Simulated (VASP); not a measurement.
# Pd (Im-3m) in VASP: notebook

The runs below take Pd through single point, with PBEsol.

Everything below comes from runs of VASP 6.6.1. Logs are shortened: lines on timing, memory, paths and dates and some standing lists are left out, and cuts for length are marked.

## 1. The cell of the first run

It takes space group Im-3m (No. 229, cubic). The conventional cell has a = 3.085 Å, b = 3.085 Å, c = 3.085 Å, α = 90.00°, β = 90.00°, γ = 90.00°. Pd (site symmetry m-3m) has 14 Pd at 2.67 to 3.08 Å within 3.5 Å.

## 2. Single point, PBEsol

INCAR reads:

```
PREC = Accurate ; ENCUT = 520
EDIFF = 1E-6 ; ISMEAR = 0
SIGMA = 0.1 ; LREAL = F
LASPH = T ; NELM = 100
ALGO = Fast ; ISIF = 2
LWAVE = F ; LCHARG = T
GGA = PS ; LELF = T
LVHAR = T ; NBANDS = 50
```

KPOINTS reads:

```
regular mesh
0
Gamma
  8 8 8
```

POSCAR reads:

```
Pd
1.0
   -3.0849456921     -3.0849456921      3.0849456921
   -3.0849456921      3.0849456921     -3.0849456921
    3.0849456921     -3.0849456921     -3.0849456921
Pd
8
Direct
    0.5000000000      0.5000000000      0.5000000000
    0.0000000000      0.5000000000      0.5000000000
    0.5000000000      0.0000000000      0.5000000000
    0.0000000000      0.0000000000      0.5000000000
    0.5000000000      0.5000000000      0.0000000000
    0.0000000000      0.5000000000      0.0000000000
    0.5000000000      0.0000000000      0.0000000000
    0.0000000000      0.0000000000      0.0000000000
```

Potentials or basis: VASP PAW PBE potentials, release 64 (Pd).

Launch:

```bash
> cat potpaw_PBE.64/Pd/POTCAR > POTCAR
> mpirun -np 1 vasp_std > vasp.out
```

OUTCAR:

```text
PREC = Accurate
   ENCUT = 520
   EDIFF = 1E-6
   ISMEAR = 0
   LREAL = F
   LASPH = T
   NELM = 100
   ISIF = 2
   GGA = PS

 ion  position               nearest neighbor table
   1  0.500  0.500  0.500-   2 2.67   3 2.67   5 2.67   8 2.67   5 2.67   3 2.67   2 2.67   8 2.67
                             7 3.08   7 3.08   4 3.08   6 3.08   4 3.08   6 3.08
   2  0.000  0.500  0.500-   1 2.67   4 2.67   6 2.67   7 2.67   6 2.67   4 2.67   1 2.67   7 2.67
                             5 3.08   8 3.08   8 3.08   5 3.08   3 3.08   3 3.08
   3  0.500  0.000  0.500-   1 2.67   4 2.67   6 2.67   7 2.67   7 2.67   1 2.67   4 2.67   6 2.67
                             5 3.08   5 3.08   8 3.08   8 3.08   2 3.08   2 3.08
   4  0.000  0.000  0.500-   2 2.67   3 2.67   5 2.67   8 2.67   8 2.67   2 2.67   3 2.67   5 2.67
                             7 3.08   6 3.08   1 3.08   7 3.08   1 3.08   6 3.08
   5  0.500  0.500  0.000-   1 2.67   4 2.67   6 2.67   7 2.67   1 2.67   7 2.67   6 2.67   4 2.67
                             2 3.08   3 3.08   8 3.08   2 3.08   8 3.08   3 3.08
   6  0.000  0.500  0.000-   2 2.67   3 2.67   5 2.67   8 2.67   2 2.67   8 2.67   5 2.67   3 2.67
                             7 3.08   4 3.08   4 3.08   1 3.08   7 3.08   1 3.08
   7  0.500  0.000  0.000-   2 2.67   3 2.67   5 2.67   8 2.67   3 2.67   5 2.67   8 2.67   2 2.67
                             6 3.08   1 3.08   4 3.08   4 3.08   6 3.08   1 3.08
   8  0.000  0.000  0.000-   1 2.67   4 2.67   6 2.67   7 2.67   4 2.67   6 2.67   7 2.67   1 2.67
                             3 3.08   2 3.08   2 3.08   3 3.08   5 3.08   5 3.08

  LATTYP: Found a body centered cubic cell.
 ALAT       =     6.1698913842

  Lattice vectors:

 A1 = (  -3.0849456921,  -3.0849456921,   3.0849456921)
 A2 = (  -3.0849456921,   3.0849456921,  -3.0849456921)
 A3 = (   3.0849456921,  -3.0849456921,  -3.0849456921)

Analysis of symmetry for initial positions (statically):
=====================================================================
 Subroutine PRICEL returns following result:

  LATTYP: Found a body centered cubic cell.
 ALAT       =     3.0849456921

  Lattice vectors:

 A1 = (  -1.5424728460,  -1.5424728460,   1.5424728460)
 A2 = (  -1.5424728460,   1.5424728460,  -1.5424728460)
 A3 = (   1.5424728460,  -1.5424728460,  -1.5424728460)

   8 primitive cells build up your supercell.

 Routine SETGRP: Setting up the symmetry group for a
 body centered cubic supercell.

 Subroutine GETGRP returns: Found 48 space group operations
 (whereof 48 operations were pure point group operations)
 out of a pool of 48 trial point group operations.

The static configuration has the point symmetry O_h .

Analysis of symmetry for dynamics (positions and initial velocities):
=====================================================================
 Subroutine PRICEL returns following result:

  LATTYP: Found a body centered cubic cell.
 ALAT       =     3.0849456921

  Lattice vectors:

 A1 = (  -1.5424728460,  -1.5424728460,   1.5424728460)
 A2 = (  -1.5424728460,   1.5424728460,  -1.5424728460)
 A3 = (   1.5424728460,  -1.5424728460,  -1.5424728460)

   8 primitive cells build up your supercell.

 Routine SETGRP: Setting up the symmetry group for a
 body centered cubic supercell.

 Subroutine GETGRP returns: Found 48 space group operations
 (whereof 48 operations were pure point group operations)
 out of a pool of 48 trial point group operations.

The dynamic configuration has the point symmetry O_h .

 Subroutine INISYM returns: Found 48 space group operations
 (whereof 48 operations are pure point group operations),
 and found     8 'primitive' translations

----------------------------------------------------------------------------------------

                                     Primitive cell

  volume of cell :      14.6795

  direct lattice vectors                    reciprocal lattice vectors
    -1.542472846 -1.542472846  1.542472846    -0.324154815 -0.324154815  0.000000000
    -1.542472846  1.542472846 -1.542472846    -0.324154815  0.000000000 -0.324154815
     1.542472846 -1.542472846 -1.542472846     0.000000000 -0.324154815 -0.324154815

  length of vectors
     2.671641339  2.671641339  2.671641339     0.458424136  0.458424136  0.458424136

  position of ions in fractional coordinates (direct lattice)
     0.000000000  0.000000000  0.000000000

  ion indices of the primitive-cell ions
   primitive index   ion index
                 1           1

----------------------------------------------------------------------------------------

 KPOINTS: regular mesh

Automatic generation of k-mesh.
 Grid dimensions read from file:
 generate k-points for:    8    8    8

 Generating k-lattice:

  Cartesian coordinates                     Fractional coordinates (reciprocal lattice)
    -0.020259676 -0.020259676  0.000000000     0.125000000  0.000000000  0.000000000
    -0.020259676  0.000000000 -0.020259676     0.000000000  0.125000000  0.000000000
     0.000000000 -0.020259676 -0.020259676     0.000000000  0.000000000  0.125000000

  Length of vectors
     0.028651508  0.028651508  0.028651508

  Shift w.r.t. Gamma in fractional coordinates (k-lattice)
     0.000000000  0.000000000  0.000000000

 Subroutine IBZKPT returns following result:
 ===========================================

 Found     29 irreducible k-points:

 Following reciprocal coordinates:
            Coordinates               Weight
  0.000000  0.000000  0.000000      1.000000
  0.125000  0.000000  0.000000     12.000000
  0.250000  0.000000  0.000000     12.000000
  0.375000  0.000000  0.000000     12.000000
  0.500000  0.000000  0.000000      6.000000
  0.125000  0.125000  0.000000     24.000000
[... 16 lines left out ...]
 -0.250000  0.250000  0.250000      6.000000
 -0.375000  0.375000  0.250000     24.000000
 [... further k-points ...]
   k-points           NKPTS =     29   k-points in BZ     NKDIM =     29   number of bands    NBANDS=     50
   number of dos      NEDOS =    301   number of ions     NIONS =      8
   total plane-waves  NPLWV =  64000
   dimension x,y,z NGX =    40 NGY =   40 NGZ =   40
   dimension x,y,z NGXF=    80 NGYF=   80 NGZF=   80
   ions per type =               8
   NGX,Y,Z   is equivalent  to a cutoff of  12.45, 12.45, 12.45 a.u.
   NGXF,Y,Z  is equivalent  to a cutoff of  24.89, 24.89, 24.89 a.u.
 SYSTEM =  unknown system
   PREC   = accura    normal or accurate (medium, high low for compatibility)
   ISTART =      0    job   : 0-new  1-cont  2-samecut
   ICHARG =      2    charge: 1-file 2-atom 10-const
   ISPIN  =      1    spin polarized calculation?
   LNONCOLLINEAR =      F non collinear calculations
   LSORBIT =      F    spin-orbit coupling
   LASPH  =      T    aspherical Exc in radial PAW
   ENCUT  =  520.0 eV  38.22 Ry    6.18 a.u.   9.93  9.93  9.93*2*pi/ulx,y,z
   NELM   =    100;   NELMIN=  2; NELMDL= -5     # of ELM steps
   EDIFF  = 0.1E-05   stopping-criterion for ELM
   LREAL  =      F    real-space projection
   EDIFFG = 0.1E-04   stopping-criterion for IOM
   NSW    =      0    number of steps for IOM
   IBRION =     -1    ionic relax: 0-MD 1-quasi-New 2-CG
   NFREE  =      0    steps in history (QN), initial steepest desc. (CG)
   ISIF   =      2    stress and relaxation
   ISYM   =      2    0-nonsym 1-usesym 2-fastsym
   POTIM  = 0.5000    time-step for ionic-motion
   TEBEG  =    0.0;   TEEND  =   0.0 temperature during run
   PSTRESS=    0.0 pullay stress
   NELECT =      80.0000    total number of electrons
   NUPDOWN=      -1.0000    fix difference up-down
   EMIN   =  10.00;   EMAX   =-10.00  energy-range for DOS
   EFERMI =   0.00;   METHOD = LEGACY
   ISMEAR =     0;   SIGMA  =   0.10  broadening in eV -4-tet -1-fermi 0-gaus
   EFERMI_NEDOS =   21; number of points for ismear=-14 and -15
   IALGO  =     68    algorithm
   IMIX   =      4    mixing-type and parameters
     AMIX     =   0.40;   BMIX     =  1.00
     AMIX_MAG =   1.60;   BMIX_MAG =  1.00
  volume/ion in A,a.u.               =      14.68        99.06
  Fermi-wavevector in a.u.,A,eV,Ry     =   1.440469  2.722092 28.231429  2.074951
  Thomas-Fermi vector in A             =   2.559210
   LORBIT       =      0    0 simple, 1 ext, 2 COOP (PROOUT), +10 PAW based schemes
   GGA     = PS    functional components
   LHFCALC =     F    Hartree Fock is set to
   AEXX    =    0.0000 exact exchange contribution
   IVDW    =     0    specifies the selected vdW correction
   LEPSILON=     F    determine dielectric tensor
   LRPA    =     F    only Hartree local field effects (RPA)
 non-spin polarized calculation
 RMM-DIIS sequential band-by-band and
 Gauss-broadening in eV      SIGMA  =   0.10
  energy-cutoff  :      520.00
  volume of cell :      117.44
 maximum number of plane-waves:      3252
   NGX = 19   NGY = 19   NGZ = 19

 number of electron      79.9999993 magnetization

 Free energy of the ion-electron system (eV)
  ---------------------------------------------------
  ext. energy  EPLUGINS =         0.00000000
  ---------------------------------------------------
  free energy    TOTEN  =       -47.25897098 eV

  energy without entropy =      -47.20022939  energy(sigma->0) =      -47.22960018

 E-fermi :   9.7182     XC(G=0): -13.4030

 val. band max:        9.7121854823   @ k =   0.2500   0.2500   0.0000
 cond. band min:       9.7213754903   @ k =  -0.2500   0.3750   0.1250
 fundamental gap:      0.0091900080
 Fermi energy:         9.7181635028

 k-point     1 :       0.0000    0.0000    0.0000
  band No.  band energies     occupation
      1       2.4317      2.00000
      2       4.3142      2.00000
      3       4.3142      2.00000
      4       4.3142      2.00000
      5       4.3142      2.00000
      6       4.3142      2.00000
[... 42 lines left out ...]
     49      17.6603      0.00000
     50      17.6603      0.00000

 k-point     2 :       0.1250    0.0000    0.0000
  band No.  band energies     occupation
      1       2.5828      2.00000
      2       4.3585      2.00000
      3       4.4088      2.00000
      4       4.4088      2.00000
      5       4.4088      2.00000
      6       4.4088      2.00000
[... 42 lines left out ...]
     49      17.8864      0.00000
     50      17.8865      0.00000

 k-point     3 :       0.2500    0.0000    0.0000
  band No.  band energies     occupation
      1       3.0147      2.00000
      2       4.4597      2.00000
      3       4.6708      2.00000
      4       4.6740      2.00000
      5       4.6740      2.00000
      6       4.6740      2.00000
[... 42 lines left out ...]
     49      17.8881      0.00000
     50      18.3187      0.00000

 k-point     4 :       0.3750    0.0000    0.0000
  band No.  band energies     occupation
      1       3.6422      2.00000
      2       4.4975      2.00000
      3       4.9366      2.00000
      4       4.9924      2.00000
      5       5.0226      2.00000
      6       5.0226      2.00000
[... 999 lines left out ...]
 k-point    23 :      -0.2500    0.2500    0.2500
  band No.  band energies     occupation
      1       3.5697      2.00000
      2       4.8758      2.00000
      3       4.8758      2.00000
      4       4.8758      2.00000
      5       4.8758      2.00000
      6       4.9336      2.00000
[... 42 lines left out ...]
     49      17.6101      0.00000
     50      17.6101      0.00000

 k-point    24 :      -0.3750    0.3750    0.2500
  band No.  band energies     occupation
      1       4.1614      2.00000
      2       4.9541      2.00000
      3       5.1776      2.00000
      4       5.1776      2.00000
      5       5.2400      2.00000
      6       5.2424      2.00000
[... 42 lines left out ...]
     49      18.1097      0.00000
     50      18.1097      0.00000

 [... further k-points ...]

------------------------ aborting loop because EDIFF is reached ----------------------------------------

  FORCE on cell =-STRESS in cart. coord.  units (eV):
  Direction    XX          YY          ZZ          XY          YZ          ZX
  --------------------------------------------------------------------------------------
  -------------------------------------------------------------------------------------
  Total       -0.3076406     -0.3076406     -0.3076406      0.0000000     -0.0000000     -0.0000000
  in kB       -4.1971231     -4.1971231     -4.1971231      0.0000000     -0.0000000     -0.0000000
  external PRESSURE =      -4.1971231 kB  Pullay stress =       0.0000000 kB

 VOLUME and BASIS-vectors are now :
 -----------------------------------------------------------------------------
  energy-cutoff  :      520.00
  volume of cell :      117.44
      direct lattice vectors                 reciprocal lattice vectors
    -3.084945692 -3.084945692  3.084945692    -0.162077407 -0.162077407  0.000000000
    -3.084945692  3.084945692 -3.084945692    -0.162077407  0.000000000 -0.162077407
     3.084945692 -3.084945692 -3.084945692     0.000000000 -0.162077407 -0.162077407

 POSITION                                       TOTAL-FORCE (eV/Angst)
 -----------------------------------------------------------------------------------
     -1.54247     -1.54247     -1.54247        -0.000000      0.000000      0.000000
      0.00000      0.00000     -3.08495        -0.000000      0.000000      0.000000
      0.00000     -3.08495      0.00000        -0.000000     -0.000000     -0.000000
      1.54247     -1.54247     -1.54247        -0.000000     -0.000000      0.000000
     -3.08495      0.00000      0.00000         0.000000     -0.000000     -0.000000
     -1.54247      1.54247     -1.54247         0.000000      0.000000     -0.000000
     -1.54247     -1.54247      1.54247         0.000000     -0.000000      0.000000
      0.00000      0.00000      0.00000        -0.000000     -0.000000     -0.000000
 -----------------------------------------------------------------------------------
    total drift:                               -0.000000      0.000000     -0.000000

  FREE ENERGIE OF THE ION-ELECTRON SYSTEM (eV)
  ---------------------------------------------------
  free  energy   TOTEN  =       -47.2589709754 eV

  energy  without entropy=      -47.2002293906  energy(sigma->0) =      -47.22960018
```

Run time: 2.4 min. Hardware: 1 thread of AMD EPYC 7R13 (Zen 3), shared host; peak memory 0.27 GiB.

Results:

- Free energy: -47.2590 eV
- Pressure: -0.4 GPa
- Band gap on the k mesh: zero (band 40 reaches 10.34 eV, above the bottom of band 41 at 9.40 eV)

Levels at points of the mesh, in eV from the Fermi level:
```csv
k point,band 36,band 37,band 38,band 39,band 40,band 41,band 42,band 43,band 44,band 45
"(0.00, 0.00, 0.00)",0.62,0.62,0.62,0.62,0.62,0.62,1.28,1.28,1.28,1.28
"(0.50, 0.00, 0.00)",-0.89,-0.57,-0.57,-0.57,-0.57,0.42,0.42,3.08,3.08,3.08
"(0.50, 0.50, 0.50)",-1.52,-0.67,-0.67,-0.67,-0.67,0.68,0.68,0.68,0.68,0.68
```

Caveat: the PAW data sets were made with another functional, which shifts forces and pressure a little.

(Continued in part 2 of 2.)
